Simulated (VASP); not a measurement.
# YAl3N4 (I4/mmm) in VASP: further runs

The runs below take YAl3N4 through single point, relaxation of cell and atoms, with PBE.

All numbers are computed with VASP 6.6.1; they aren't measurements. Logs are shortened: lines on timing, memory, paths and dates and some standing lists are left out, and cuts for length are marked.

## 1. The cell of the first run

It takes space group I4/mmm (No. 139, tetragonal). Conventional cell: a = 4.484 Å, b = 4.484 Å, c = 8.319 Å, α = 90.00°, β = 90.00°, γ = 90.00°. Y (site symmetry 4/mmm) has 6 N at 2.24 to 2.26 Å and 12 Al at 3.06 to 3.17 Å within 3.2 Å. Al (site symmetry 4/mmm) has 6 N at 1.90 to 2.24 Å within 2.5 Å. Al (site symmetry -4m2) has 6 N at 2.08 to 2.25 Å within 2.8 Å. Within 2.5 Å of N (site symmetry 4mm) lie 5 Al at 1.90 to 2.25 Å and 1 Y at 2.26 Å. N (site symmetry mmm) has 4 Al at 2.08 to 2.24 Å and 2 Y at 2.24 Å within 2.8 Å.

## 2. Single point, PBE

INCAR

```
SYSTEM = YAl3N4
PREC     = Accurate       ! precision mode
ENCUT    = 600            ! plane-wave cutoff, eV
EDIFF    = 1E-6           ! SCF threshold, eV
ISMEAR   = 0              ! smearing method
SIGMA    = 0.1            ! smearing width, eV
LREAL    = .False.        ! projectors in reciprocal space
LASPH    = .True.         ! aspherical terms in the spheres
NELM     = 120            ! most SCF steps
ALGO     = Normal         ! electronic algorithm
ISIF     = 2              ! what is computed and relaxed
LWAVE    = .False.        ! write WAVECAR
LCHARG   = .False.        ! write CHGCAR
GGA      = PE             ! functional
NBANDS   = 30             ! bands
GGA_COMPAT= .False.
```

KPOINTS

```
regular mesh
0
Gamma
  6 6 6
  0 0 0
```

POSCAR

```
YAl3N4
1.0
   -2.2421239509      2.2421239509      4.1592643031
    2.2421239509     -2.2421239509      4.1592643031
    2.2421239509      2.2421239509     -4.1592643031
Y Al N
1 3 4
Direct
    0.0000000000      0.0000000000      0.0000000000
    0.5000000000      0.5000000000      0.0000000000
    0.7500000000      0.2500000000      0.5000000000
    0.2500000000      0.7500000000      0.5000000000
    0.7284548804      0.7284548804      0.0000000000
    0.2715451196      0.2715451196      0.0000000000
    0.5000000000      0.0000000000      0.5000000000
    0.0000000000      0.5000000000      0.5000000000
```

Potentials or basis: VASP PAW PBE potentials, release 64 (Y_sv, Al, N).

Launch:

```bash
$ cat potpaw_PBE.64/Y_sv/POTCAR potpaw_PBE.64/Al/POTCAR potpaw_PBE.64/N/POTCAR > POTCAR
$ mpirun -np 1 vasp_std > vasp.out
```

OUTCAR:

```text
SYSTEM = YAl3N4
   PREC = Accurate
   ENCUT = 600
   EDIFF = 1E-6
   ISMEAR = 0
   LREAL = .False.
   LASPH = .True.
   NELM = 120
   ISIF = 2
   GGA = PE

 ion  position               nearest neighbor table
   1  0.000  0.000  0.000-   7 2.24   8 2.24   8 2.24   7 2.24   5 2.26   6 2.26   3 3.06   4 3.06
                             3 3.06   4 3.06   3 3.06   3 3.06   4 3.06   4 3.06   2 3.17   2 3.17
   2  0.500  0.500  0.000-   5 1.90   6 1.90   7 2.24   8 2.24   7 2.24   8 2.24   3 3.06   4 3.06
                             3 3.06   4 3.06   4 3.06   4 3.06   3 3.06   3 3.06   1 3.17   1 3.17
   3  0.750  0.250  0.500-   7 2.08   8 2.08   6 2.25   5 2.25   6 2.25   5 2.25   1 3.06   1 3.06
                             1 3.06   2 3.06   2 3.06   2 3.06   2 3.06   1 3.06   4 3.17   4 3.17
   4  0.250  0.750  0.500-   7 2.08   8 2.08   6 2.25   5 2.25   6 2.25   5 2.25   1 3.06   1 3.06
                             1 3.06   2 3.06   2 3.06   1 3.06   2 3.06   2 3.06   3 3.17   3 3.17
   5  0.728  0.728  0.000-   2 1.90   3 2.25   4 2.25   3 2.25   4 2.25   1 2.26
   6  0.272  0.272  0.000-   2 1.90   3 2.25   4 2.25   4 2.25   3 2.25   1 2.26
   7  0.500  0.000  0.500-   3 2.08   4 2.08   1 2.24   2 2.24   2 2.24   1 2.24
   8  0.000  0.500  0.500-   3 2.08   4 2.08   1 2.24   2 2.24   1 2.24   2 2.24

  LATTYP: Found a body centered tetragonal cell.
 ALAT       =     4.4842479018
 C/A-ratio  =     1.8550554716

  Lattice vectors:

 A1 = (  -2.2421239509,   2.2421239509,   4.1592643031)
 A2 = (   2.2421239509,  -2.2421239509,   4.1592643031)
 A3 = (   2.2421239509,   2.2421239509,  -4.1592643031)

Analysis of symmetry for initial positions (statically):
=====================================================================
 Subroutine PRICEL returns:
 Original cell was already a primitive cell.

 Routine SETGRP: Setting up the symmetry group for a
 body centered tetragonal supercell.

 Subroutine GETGRP returns: Found 16 space group operations
 (whereof 16 operations were pure point group operations)
 out of a pool of 16 trial point group operations.

The static configuration has the point symmetry D_4h.

Analysis of symmetry for dynamics (positions and initial velocities):
=====================================================================
 Subroutine PRICEL returns:
 Original cell was already a primitive cell.

 Routine SETGRP: Setting up the symmetry group for a
 body centered tetragonal supercell.

 Subroutine GETGRP returns: Found 16 space group operations
 (whereof 16 operations were pure point group operations)
 out of a pool of 16 trial point group operations.

The dynamic configuration has the point symmetry D_4h.

 Subroutine INISYM returns: Found 16 space group operations
 (whereof 16 operations are pure point group operations),
[... 114 lines left out ...]
   ISIF   =      2    stress and relaxation
   ISYM   =      2    0-nonsym 1-usesym 2-fastsym
   POTIM  = 0.5000    time-step for ionic-motion
   TEBEG  =    0.0;   TEEND  =   0.0 temperature during run
   PSTRESS=    0.0 pullay stress
   NELECT =      40.0000    total number of electrons
   NUPDOWN=      -1.0000    fix difference up-down
   EMIN   =  10.00;   EMAX   =-10.00  energy-range for DOS
   EFERMI =   0.00;   METHOD = LEGACY
   ISMEAR =     0;   SIGMA  =   0.10  broadening in eV -4-tet -1-fermi 0-gaus
   EFERMI_NEDOS =   21; number of points for ismear=-14 and -15
   IALGO  =     38    algorithm
   IMIX   =      4    mixing-type and parameters
     AMIX     =   0.40;   BMIX     =  1.00
     AMIX_MAG =   1.60;   BMIX_MAG =  1.00
  volume/ion in A,a.u.               =      10.45        70.55
  Fermi-wavevector in a.u.,A,eV,Ry     =   1.280254  2.419330 22.300644  1.639051
  Thomas-Fermi vector in A             =   2.412693
   LORBIT       =      0    0 simple, 1 ext, 2 COOP (PROOUT), +10 PAW based schemes
   GGA     = PE    functional components
   LHFCALC =     F    Hartree Fock is set to
   AEXX    =    0.0000 exact exchange contribution
   IVDW    =     0    specifies the selected vdW correction
   LEPSILON=     F    determine dielectric tensor
   LRPA    =     F    only Hartree local field effects (RPA)
 non-spin polarized calculation
 Gauss-broadening in eV      SIGMA  =   0.10
  energy-cutoff  :      600.00
  volume of cell :       83.64
 maximum number of plane-waves:      2828
 NGX is ok and might be reduce to    42
   NGX = 21   NGY = 21   NGZ = 21

 number of electron      40.0000001 magnetization

 Free energy of the ion-electron system (eV)
  ---------------------------------------------------
  ext. energy  EPLUGINS =         0.00000000
  ---------------------------------------------------
  free energy    TOTEN  =       -59.31609720 eV

  energy without entropy =      -59.31609720  energy(sigma->0) =      -59.31609720

 E-fermi :   7.9803     XC(G=0): -11.6594

 val. band max:        7.5141803609   @ k =   0.0000   0.0000   0.0000
 cond. band min:       9.3447975679   @ k =   0.0000   0.0000   0.0000
 fundamental gap:      1.8306172070
 Fermi energy:         7.9802541693

 k-point     1 :       0.0000    0.0000    0.0000
  band No.  band energies     occupation
      1     -32.4972      2.00000
      2     -13.0863      2.00000
      3     -12.8897      2.00000
      4     -12.8897      2.00000
      5      -8.3197      2.00000
      6      -5.8693      2.00000
[... 781 lines left out ...]
     29      16.6451      0.00000
     30      16.8502      0.00000

 [... further k-points ...]
[... 5 lines left out ...]
  --------------------------------------------------------------------------------------
  -------------------------------------------------------------------------------------
  Total       -0.1828810     -0.1828810     -0.1862685      0.0000000      0.0000000      0.0000000
  in kB       -3.5033485     -3.5033485     -3.5682416      0.0000000      0.0000000      0.0000000
  external PRESSURE =      -3.5249795 kB  Pullay stress =       0.0000000 kB

 VOLUME and BASIS-vectors are now :
 -----------------------------------------------------------------------------
  energy-cutoff  :      600.00
  volume of cell :       83.64
      direct lattice vectors                 reciprocal lattice vectors
    -2.242123951  2.242123951  4.159264303     0.000000000  0.223002836  0.120213567
     2.242123951 -2.242123951  4.159264303     0.223002836  0.000000000  0.120213567
     2.242123951  2.242123951 -4.159264303     0.223002836  0.223002836  0.000000000

 POSITION                                       TOTAL-FORCE (eV/Angst)
 -----------------------------------------------------------------------------------
      0.00000      0.00000      0.00000         0.000000      0.000000     -0.000000
      0.00000      0.00000      4.15926         0.000000      0.000000     -0.000000
      0.00000      2.24212      2.07963         0.000000      0.000000     -0.000000
      2.24212      0.00000      2.07963         0.000000      0.000000     -0.000000
      0.00000      0.00000      6.05967        -0.000000     -0.000000     -0.013397
      0.00000      0.00000      2.25886         0.000000      0.000000      0.013397
      0.00000      2.24212      0.00000         0.000000      0.000000     -0.000000
      2.24212      0.00000      0.00000         0.000000      0.000000     -0.000000
 -----------------------------------------------------------------------------------
    total drift:                               -0.000000     -0.000000      0.000000

  FREE ENERGIE OF THE ION-ELECTRON SYSTEM (eV)
  ---------------------------------------------------
  free  energy   TOTEN  =       -59.3160971971 eV

  energy  without entropy=      -59.3160971971  energy(sigma->0) =      -59.31609720
```

Wall time 3.2 min (1 thread of Intel Xeon 8259CL, shared host); peak memory 0.33 GiB.

Results:

```yaml
Free_energy: -59.3161 eV
Pressure: -0.4 GPa
Largest_force: 0.013 eV/Å
Band_gap_on_the_k_mesh: 1.83 eV
```

Forces on the atoms (eV/Å):
```
Y    0.000  0.000  0.000
Al   0.000  0.000  0.000
Al   0.000  0.000  0.000
Al   0.000  0.000  0.000
N    0.000  0.000 -0.013
N    0.000  0.000  0.013
N    0.000  0.000  0.000
N    0.000  0.000  0.000
```

Levels at points of the mesh, in eV from the valence-band top:
```
           k point  band 17  band 18  band 19  band 20  band 21  band 22  band 23  band 24
(0.00, 0.00, 0.00)    -1.37    -0.88     0.00     0.00     1.83     2.21     4.65     4.92
(0.50, 0.00, 0.00)    -1.78    -1.77    -1.03    -0.52     4.01     4.86     5.19     5.76
(0.50, 0.50, 0.00)    -1.64    -1.58    -1.34    -1.25     3.97     5.36     5.73     6.02
(0.50, 0.50, 0.50)    -1.93    -1.93    -0.18    -0.18     2.00     2.52     2.52     3.01
```

(Continued in part 2 of 2.)
